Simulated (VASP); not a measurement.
# Ta (I4/mmm) in VASP: notebook

Ta is run at these levels: PBE; tasks: single point.

Program: VASP 6.6.1. These are calculated values, not measurements. Logs are shortened: lines on timing, memory, paths and dates and some standing lists are left out, and cuts for length are marked.

## (1) The cell of the first run

It takes space group I4/mmm (No. 139, tetragonal). Conventional cell: a = 3.303 Å, b = 3.303 Å, c = 3.402 Å, α = 90.00°, β = 90.00°, γ = 90.00°. Ta (site symmetry 4/mmm) has 14 Ta at 2.89 to 3.40 Å within 3.8 Å.

## (2) Single point, PBE (strain +0.000 along x and y, +0.030 along z)

Input file INCAR:

```
ALGO = Normal
EDIFF = 1E-6
ENCUT = 520
GGA = PE
ISIF = 2
ISMEAR = 0
LASPH = True
LCHARG = False
LREAL = False
LWAVE = False
NBANDS = 12
NELM = 80
PREC = Accurate
SIGMA = 0.15
```

Input file KPOINTS:

```
k-points
0
Gamma
  20 20 20
```

Input file POSCAR:

```
Ta
1.0
   -1.6512800000      1.6512800000      1.7008184000
    1.6512800000     -1.6512800000      1.7008184000
    1.6512800000      1.6512800000     -1.7008184000
Ta
1
Direct
    0.0000000000      0.0000000000      0.0000000000
```

Potentials or basis: VASP PAW PBE potentials, release 64 (Ta_pv).

On the command line:

```sh
> cat potpaw_PBE.64/Ta_pv/POTCAR > POTCAR
> mpirun -np 1 vasp_std > vasp.out
```

OUTCAR:

```text
EDIFF = 1E-6
   ENCUT = 520
   GGA = PE
   ISIF = 2
   ISMEAR = 0
   LASPH = True
   LREAL = False
   NELM = 80
   PREC = Accurate

 ion  position               nearest neighbor table
   1  0.000  0.000  0.000-

  LATTYP: Found a body centered tetragonal cell.
 ALAT       =     3.3025600000
 C/A-ratio  =     1.0300000000

  Lattice vectors:

 A1 = (  -1.6512800000,   1.6512800000,   1.7008184000)
 A2 = (   1.6512800000,  -1.6512800000,   1.7008184000)
 A3 = (   1.6512800000,   1.6512800000,  -1.7008184000)

Analysis of symmetry for initial positions (statically):
=====================================================================
 Subroutine PRICEL returns:
 Original cell was already a primitive cell.

 Routine SETGRP: Setting up the symmetry group for a
 body centered tetragonal supercell.

 Subroutine GETGRP returns: Found 16 space group operations
 (whereof 16 operations were pure point group operations)
 out of a pool of 16 trial point group operations.

The static configuration has the point symmetry D_4h.

Analysis of symmetry for dynamics (positions and initial velocities):
=====================================================================
 Subroutine PRICEL returns:
 Original cell was already a primitive cell.

 Routine SETGRP: Setting up the symmetry group for a
 body centered tetragonal supercell.

 Subroutine GETGRP returns: Found 16 space group operations
 (whereof 16 operations were pure point group operations)
 out of a pool of 16 trial point group operations.

The dynamic configuration has the point symmetry D_4h.

 Subroutine INISYM returns: Found 16 space group operations
 (whereof 16 operations are pure point group operations),
 and found     1 'primitive' translations

----------------------------------------------------------------------------------------

                                     Primitive cell

  volume of cell :      18.5507

  direct lattice vectors                    reciprocal lattice vectors
    -1.651280000  1.651280000  1.700818400     0.000000000  0.302795407  0.293976123
     1.651280000 -1.651280000  1.700818400     0.302795407  0.000000000  0.293976123
     1.651280000  1.651280000 -1.700818400     0.302795407  0.302795407  0.000000000

  length of vectors
     2.888985031  2.888985031  2.888985031     0.422027274  0.422027274  0.428217371

  position of ions in fractional coordinates (direct lattice)
     0.000000000  0.000000000  0.000000000

  ion indices of the primitive-cell ions
   primitive index   ion index
                 1           1

----------------------------------------------------------------------------------------

 KPOINTS: k-points

Automatic generation of k-mesh.
 Grid dimensions read from file:
 generate k-points for:   20   20   20

 Generating k-lattice:

  Cartesian coordinates                     Fractional coordinates (reciprocal lattice)
     0.000000000  0.015139770  0.014698806     0.050000000  0.000000000 -0.000000000
     0.015139770  0.000000000  0.014698806     0.000000000  0.050000000 -0.000000000
     0.015139770  0.015139770  0.000000000     0.000000000  0.000000000  0.050000000

  Length of vectors
     0.021101364  0.021101364  0.021410869

  Shift w.r.t. Gamma in fractional coordinates (k-lattice)
     0.000000000  0.000000000  0.000000000

 Subroutine IBZKPT returns following result:
 ===========================================

 Found    641 irreducible k-points:

 Following reciprocal coordinates:
            Coordinates               Weight
  0.000000  0.000000  0.000000      1.000000
  0.050000 -0.000000  0.000000      8.000000
  0.100000 -0.000000  0.000000      8.000000
  0.150000  0.000000  0.000000      8.000000
  0.200000 -0.000000  0.000000      8.000000
  0.250000  0.000000  0.000000      8.000000
[... 16 lines left out ...]
 -0.400000  0.050000 -0.000000     16.000000
 -0.350000  0.050000 -0.000000     16.000000
 [... further k-points ...]
   k-points           NKPTS =    641   k-points in BZ     NKDIM =    641   number of bands    NBANDS=     12
   number of dos      NEDOS =    301   number of ions     NIONS =      1
   total plane-waves  NPLWV =  13824
   dimension x,y,z NGX =    24 NGY =   24 NGZ =   24
   dimension x,y,z NGXF=    48 NGYF=   48 NGZF=   48
   ions per type =               1
   NGX,Y,Z   is equivalent  to a cutoff of  13.81, 13.81, 13.81 a.u.
   NGXF,Y,Z  is equivalent  to a cutoff of  27.62, 27.62, 27.62 a.u.
 SYSTEM =  unknown system
   PREC   = accura    normal or accurate (medium, high low for compatibility)
   ISTART =      0    job   : 0-new  1-cont  2-samecut
   ICHARG =      2    charge: 1-file 2-atom 10-const
   ISPIN  =      1    spin polarized calculation?
   LNONCOLLINEAR =      F non collinear calculations
   LSORBIT =      F    spin-orbit coupling
   LASPH  =      T    aspherical Exc in radial PAW
   ENCUT  =  520.0 eV  38.22 Ry    6.18 a.u.   5.37  5.37  5.37*2*pi/ulx,y,z
   NELM   =     80;   NELMIN=  2; NELMDL= -5     # of ELM steps
   EDIFF  = 0.1E-05   stopping-criterion for ELM
   LREAL  =      F    real-space projection
   EDIFFG = 0.1E-04   stopping-criterion for IOM
   NSW    =      0    number of steps for IOM
   IBRION =     -1    ionic relax: 0-MD 1-quasi-New 2-CG
   NFREE  =      0    steps in history (QN), initial steepest desc. (CG)
   ISIF   =      2    stress and relaxation
   ISYM   =      2    0-nonsym 1-usesym 2-fastsym
   POTIM  = 0.5000    time-step for ionic-motion
   TEBEG  =    0.0;   TEEND  =   0.0 temperature during run
   PSTRESS=    0.0 pullay stress
   NELECT =      11.0000    total number of electrons
   NUPDOWN=      -1.0000    fix difference up-down
   EMIN   =  10.00;   EMAX   =-10.00  energy-range for DOS
   EFERMI =   0.00;   METHOD = LEGACY
   ISMEAR =     0;   SIGMA  =   0.15  broadening in eV -4-tet -1-fermi 0-gaus
   EFERMI_NEDOS =   21; number of points for ismear=-14 and -15
   IALGO  =     38    algorithm
   IMIX   =      4    mixing-type and parameters
     AMIX     =   0.40;   BMIX     =  1.00
     AMIX_MAG =   1.60;   BMIX_MAG =  1.00
  volume/ion in A,a.u.               =      18.55       125.19
  Fermi-wavevector in a.u.,A,eV,Ry     =   1.375369  2.599071 25.737327  1.891640
  Thomas-Fermi vector in A             =   2.500711
   LORBIT       =      0    0 simple, 1 ext, 2 COOP (PROOUT), +10 PAW based schemes
   GGA     = PE    functional components
   LHFCALC =     F    Hartree Fock is set to
   AEXX    =    0.0000 exact exchange contribution
   IVDW    =     0    specifies the selected vdW correction
   LEPSILON=     F    determine dielectric tensor
   LRPA    =     F    only Hartree local field effects (RPA)
 non-spin polarized calculation
 Gauss-broadening in eV      SIGMA  =   0.15
  energy-cutoff  :      520.00
  volume of cell :       18.55
 maximum number of plane-waves:       514
 NGX is ok and might be reduce to    24
   NGX = 11   NGY = 11   NGZ = 11

 number of electron      10.9999999 magnetization

 Free energy of the ion-electron system (eV)
  ---------------------------------------------------
  ext. energy  EPLUGINS =         0.00000000
  ---------------------------------------------------
  free energy    TOTEN  =       -11.81483246 eV

  energy without entropy =      -11.79970723  energy(sigma->0) =      -11.80726984

 E-fermi :   5.2501     XC(G=0): -12.4682

 val. band max:        5.2479445724   @ k =  -0.1500   0.3000   0.1000
 cond. band min:       5.2522034949   @ k =  -0.2500   0.2500   0.0500
 fundamental gap:      0.0042589226
 Fermi energy:         5.2501229204

 k-point     1 :       0.0000    0.0000    0.0000
  band No.  band energies     occupation
      1     -27.9446      2.00000
      2     -27.9384      2.00000
      3     -27.9384      2.00000
      4      -2.5521      2.00000
      5       5.8725      0.00000
      6       5.8725      0.00000
      7       6.2271      0.00000
      8       8.9010      0.00000
      9       9.3840      0.00000
     10      19.7857      0.00000
     11      19.8427      0.00000
     12      20.3049      0.00000

 k-point     2 :       0.0500   -0.0000    0.0000
  band No.  band energies     occupation
      1     -27.9701      2.00000
      2     -27.9469      2.00000
      3     -27.9412      2.00000
      4      -2.4449      2.00000
      5       5.8562      0.00000
      6       5.8756      0.00000
      7       6.2601      0.00000
      8       8.8159      0.00000
      9       9.3510      0.00000
     10      19.8424      0.00000
     11      19.9700      0.00000
     12      20.4921      0.00000

 k-point     3 :       0.1000   -0.0000    0.0000
  band No.  band energies     occupation
      1     -28.0512      2.00000
      2     -27.9715      2.00000
      3     -27.9414      2.00000
      4      -2.1316      2.00000
      5       5.7564      0.00000
      6       5.7879      0.00000
      7       6.4988      0.00000
      8       8.5988      0.00000
      9       9.3019      0.00000
     10      19.8422      0.00000
     11      20.3359      0.00000
     12      21.0389      0.00000

 k-point     4 :       0.1500    0.0000    0.0000
  band No.  band energies     occupation
      1     -28.1758      2.00000
      2     -28.0095      2.00000
      3     -27.9414      2.00000
      4      -1.6390      2.00000
      5       5.4994      0.01875
      6       5.6268      0.00038
      7       6.9849      0.00000
      8       8.3952      0.00000
      9       9.2814      0.00000
     10      19.8416      0.00000
     11      20.6413      0.00000
     12      21.9068      0.00000

 k-point     5 :       0.2000   -0.0000    0.0000
  band No.  band energies     occupation
      1     -28.3296      2.00000
      2     -28.0571      2.00000
      3     -27.9414      2.00000
      4      -1.0152      2.00000
      5       5.1808      1.48655
      6       5.3765      0.23347
      7       7.6704      0.00000
      8       8.3384      0.00000
      9       9.3006      0.00000
     10      19.8403      0.00000
     11      20.6194      0.00000
     12      22.1857      0.00000

 k-point     6 :       0.2500    0.0000    0.0000
  band No.  band energies     occupation
      1     -28.4960      2.00000
      2     -28.1094      2.00000
      3     -27.9413      2.00000
      4      -0.3390      2.00000
      5       4.8501      1.99984
      6       5.1393      1.70370
      7       8.4361      0.00000
      8       8.5234      0.00000
      9       9.3678      0.00000
     10      19.8354      0.00000
     11      20.0806      0.00000
     12      21.4696      0.00000

 k-point     7 :       0.3000    0.0000    0.0000
  band No.  band energies     occupation
      1     -28.6583      2.00000
      2     -28.1611      2.00000
      3     -27.9412      2.00000
      4       0.2740      2.00000
      5       4.5420      2.00000
      6       5.0740      1.90316
      7       8.6153      0.00000
      8       9.4868      0.00000
      9       9.5068      0.00000
     10      19.2259      0.00000
     11      19.8144      0.00000
     12      20.2115      0.00000

 k-point     8 :       0.3500   -0.0000    0.0000
  band No.  band energies     occupation
      1     -28.8015      2.00000
      2     -28.2074      2.00000
      3     -27.9412      2.00000
      4       0.7027      2.00000
      5       4.2810      2.00000
      6       5.3064      0.59562
      7       8.7874      0.00000
      8       9.6476      0.00000
      9      10.5628      0.00000
     10      18.3291      0.00000
     11      18.8412      0.00000
     12      19.8574      0.00000
[... 166 lines left out ...]
 k-point    20 :       0.4500    0.0500    0.0000
  band No.  band energies     occupation
      1     -28.9933      2.00000
      2     -28.2809      2.00000
      3     -27.9520      2.00000
      4       1.0741      2.00000
      5       3.9442      2.00000
      6       6.4294      0.00000
      7       8.7797      0.00000
      8      10.0314      0.00000
      9      12.7381      0.00000
     10      16.3937      0.00000
     11      17.3458      0.00000
     12      19.8493      0.00000

 k-point    21 :       0.5000    0.0500    0.0000
  band No.  band energies     occupation
      1     -28.9939      2.00000
      2     -28.2808      2.00000
      3     -27.9525      2.00000
      4       1.0745      2.00000
      5       3.9423      2.00000
      6       6.4284      0.00000
      7       8.7846      0.00000
      8      10.0546      0.00000
      9      12.7294      0.00000
     10      16.3889      0.00000
     11      17.3201      0.00000
     12      19.8492      0.00000

 k-point    22 :      -0.4500    0.0500    0.0000
  band No.  band energies     occupation
      1     -28.9480      2.00000
      2     -28.2641      2.00000
      3     -27.9530      2.00000
      4       1.0431      2.00000
      5       4.0207      2.00000
      6       5.9891      0.00000
      7       8.8257      0.00000
      8       9.9795      0.00000
      9      12.1284      0.00000
     10      16.9565      0.00000
     11      17.6276      0.00000
     12      19.8500      0.00000

 k-point    23 :      -0.4000    0.0500   -0.0000
  band No.  band energies     occupation
      1     -28.8593      2.00000
      2     -28.2325      2.00000
      3     -27.9534      2.00000
      4       0.9172      2.00000
      5       4.1762      2.00000
      6       5.4390      0.07495
      7       8.7567      0.00000
      8       9.8547      0.00000
      9      11.1847      0.00000
     10      17.9739      0.00000
     11      18.2249      0.00000
     12      19.8525      0.00000

 k-point    24 :      -0.3500    0.0500   -0.0000
  band No.  band energies     occupation
      1     -28.7348      2.00000
      2     -28.1887      2.00000
      3     -27.9536      2.00000
      4       0.6013      2.00000
      5       4.4017      2.00000
      6       5.0686      1.91307
      7       8.5921      0.00000
      8       9.7015      0.00000
      9      10.1305      0.00000
     10      18.9950      0.00000
     11      19.2961      0.00000
     12      19.8690      0.00000

 [... further k-points ...]
[... 5 lines left out ...]
  --------------------------------------------------------------------------------------
  -------------------------------------------------------------------------------------
  Total       -0.1713464     -0.1713464     -0.5375937      0.0000000     -0.0000000      0.0000000
  in kB      -14.7987861    -14.7987861    -46.4307147      0.0000000     -0.0000000      0.0000000
  external PRESSURE =     -25.3427623 kB  Pullay stress =       0.0000000 kB

 VOLUME and BASIS-vectors are now :
 -----------------------------------------------------------------------------
  energy-cutoff  :      520.00
  volume of cell :       18.55
      direct lattice vectors                 reciprocal lattice vectors
    -1.651280000  1.651280000  1.700818400     0.000000000  0.302795407  0.293976123
     1.651280000 -1.651280000  1.700818400     0.302795407  0.000000000  0.293976123
     1.651280000  1.651280000 -1.700818400     0.302795407  0.302795407  0.000000000

 POSITION                                       TOTAL-FORCE (eV/Angst)
 -----------------------------------------------------------------------------------
      0.00000      0.00000      0.00000         0.000000      0.000000      0.000000
 -----------------------------------------------------------------------------------
    total drift:                                0.000000      0.000000     -0.000000

  FREE ENERGIE OF THE ION-ELECTRON SYSTEM (eV)
  ---------------------------------------------------
  free  energy   TOTEN  =       -11.8148324568 eV

  energy  without entropy=      -11.7997072316  energy(sigma->0) =      -11.80726984
```

Run time: 82 s. Hardware: 1 thread of Intel Xeon Platinum 8259CL at 2.50GHz (Skylake/Cascade Lake), shared host; peak memory 0.25 GiB.

What came out:

| Quantity | Value |
| --- | --- |
| Free energy | -11.8148 eV |
| Pressure | -2.5 GPa |

Stress tensor (GPa, compression positive):
```
-1.48  0.00  0.00
 0.00 -1.48  0.00
 0.00  0.00 -4.64
```

Levels at points of the mesh, in eV from the Fermi level:
| k point | band 2 | band 3 | band 4 | band 5 | band 6 | band 7 | band 8 | band 9 | band 10 | band 11 |
| --- | --- | --- | --- | --- | --- | --- | --- | --- | --- | --- |
| (0.00, 0.00, 0.00) | -33.19 | -33.19 | -7.80 | 0.62 | 0.62 | 0.98 | 3.65 | 4.13 | 14.54 | 14.59 |
| (0.50, 0.00, 0.00) | -33.53 | -33.19 | -4.26 | -1.33 | 1.39 | 3.55 | 4.74 | 7.47 | 11.19 | 11.86 |
| (0.50, 0.50, 0.00) | -33.56 | -33.21 | -4.23 | -1.70 | 1.60 | 4.08 | 4.92 | 7.56 | 11.38 | 11.70 |
| (0.50, 0.50, 0.50) | -33.91 | -33.91 | -3.67 | -3.59 | 6.52 | 6.64 | 6.64 | 7.89 | 8.64 | 8.64 |

Caveat: the cell differs from its parent crystal (strain +0.000 along x and y, +0.030 along z); spin-orbit coupling is left out, which moves the levels of the heavy elements.

[end of part 1 of 2]
